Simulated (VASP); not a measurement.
CuAs, 4 atoms in the cell. Symmetry: P6_3/mmc, No. 194, hexagonal system. Conventional cell: a = 3.515 Å, b = 3.515 Å, c = 4.469 Å, α = 90.00°, β = 90.00°, γ = 120.00°. Within 3.0 Å of Cu (site symmetry -3m) lie 2 Cu at 2.23 Å and 6 As at 2.32 Å. Within 3.1 Å of As (site symmetry -6m2) lie 6 Cu at 2.32 Å and 6 As at 3.02 Å. 

| Property | Result |
| --- | --- |
| Program | VASP 6.6.1 |
| Task | single point |
| Functional | LDA |
| Potentials or basis | VASP PAW LDA potentials, release 64 (Cu, As) |
| Cutoff | 520 eV |
| k mesh | 12 × 12 × 8 |
| Occupations | gaussian, width 0.15 eV |
| Spin | no spin polarisation |
| Dipole correction | no |
| Further INCAR settings | ALGO = Normal; EDIFF = 1e-07; NBANDS = 24 |

Potentials or basis: VASP PAW LDA potentials, release 64 (Cu, As).

Command:

```bash
$ cat potpaw_LDA.64/Cu/POTCAR potpaw_LDA.64/As/POTCAR > POTCAR
$ mpirun -np 1 vasp_std > vasp.out
```

Hardware: 1 thread of AMD EPYC 9R45 96-Core Processor (Zen 5), with other jobs on the host.

Problem. How long does it take, and how much memory?

Solution. It took 89 s on 1 thread of AMD EPYC 9R45 96-Core Processor (Zen 5) (shared host), peak memory 0.19 GiB. Counts: scf iterations 15, k points 95.
